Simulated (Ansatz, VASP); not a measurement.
Si2Ni: VASP beside Ansatz

File INCAR:

```
SYSTEM = Si2Ni
ALGO = Normal ; EDIFF = 1E-6
ENCUT = 520 ; GGA = PS
ISIF = 2 ; ISMEAR = 0
LASPH = .TRUE. ; LCHARG = .FALSE.
LREAL = .FALSE. ; LWAVE = .FALSE.
NBANDS = 37 ; NELM = 80
PREC = Accurate ; SIGMA = 0.15
```

Contents of KPOINTS:

```
k-points
0
G
  14 14 5
  0 0 0
```

Contents of POSCAR:

```
Si2Ni
1.0
    2.6957048483     -2.6957048483      0.0000000000
    2.6957048483      0.0000000000     -2.6957048483
    8.8555113116      8.8555113116      8.8555113116
Si Ni
6 3
Direct
    0.6666666667      0.6666666667      0.2536850199
    1.0000000000      0.0000000000      0.0507451216
    0.3333333333      0.3333333333      0.4566249183
    0.6666666667      0.6666666667      0.5580948675
    1.0000000000      0.0000000000      0.3551549691
    0.3333333333      0.3333333333      0.1522150708
    0.3333333333      0.3333333333      0.3044199945
    0.6666666667      0.6666666667      0.1014800962
    1.0000000000      0.0000000000      0.5073598929
```

Input for Ansatz:

```yaml
crystal:
  lattice:
    - [2.6957048483, -2.6957048483, 0.0]
    - [2.6957048483, 0.0, -2.6957048483]
    - [8.8555113116, 8.8555113116, 8.8555113116]
  atoms:
    - { symbol: Si, position: [0.6666666667, 0.6666666667, 0.2536850199] }
    - { symbol: Si, position: [1.0, 0.0, 0.0507451216] }
    - { symbol: Si, position: [0.3333333333, 0.3333333333, 0.4566249183] }
    - { symbol: Si, position: [0.6666666667, 0.6666666667, 0.5580948675] }
    - { symbol: Si, position: [1.0, 0.0, 0.3551549691] }
    - { symbol: Si, position: [0.3333333333, 0.3333333333, 0.1522150708] }
    - { symbol: Ni, position: [0.3333333333, 0.3333333333, 0.3044199945] }
    - { symbol: Ni, position: [0.6666666667, 0.6666666667, 0.1014800962] }
    - { symbol: Ni, position: [1.0, 0.0, 0.5073598929] }
basis:
  ecutwfc: 420
kpoints:
  mp_grid: { grid: [14, 14, 5] }
hamiltonian:
  xc: pbesol
scf:
  occupations: { method: gaussian, width: 0.15 }
output:
  forces: true
  stress: true
  eigenvalues: true
  write_density: true
  write_potential: true
  elf: true
  volumetric_format: npy
```

Alike in both runs: task single point; functional PBEsol; k mesh 14 × 14 × 5; occupations gaussian, width 0.15 eV; no spin polarisation.

|  | VASP | Ansatz |
| --- | --- | --- |
| version | VASP 6.6.1 | Ansatz 0.2.0 |
| potentials or method | VASP PAW PBE potentials, release 64 (Si, Ni), cutoff 520 eV | scalar-relativistic, plane waves, PAW |
| valence electrons in the cell | 54 | 78 |

|  | VASP | Ansatz | Ansatz less VASP |
| --- | --- | --- | --- |
| gap on the k mesh at the Fermi level (eV) | none | none | - |
| rms of the force components (eV/Å) | 0.265 | 0.269 | +0.0039 |

VASP's potentials were made for PBE, not for PBEsol. Atom by atom the forces differ by 0.005 eV/Å (rms over components). A gap of «none» marks a metal or a gap that the smearing closes. The functional is the same, so the differences come from potentials, cutoffs and numerics. VASP's potentials hold 54 valence electrons a cell and Ansatz's 78, so a difference there can come from the potentials and not from the codes. Ansatz's warnings: xc potential rough in thin density.
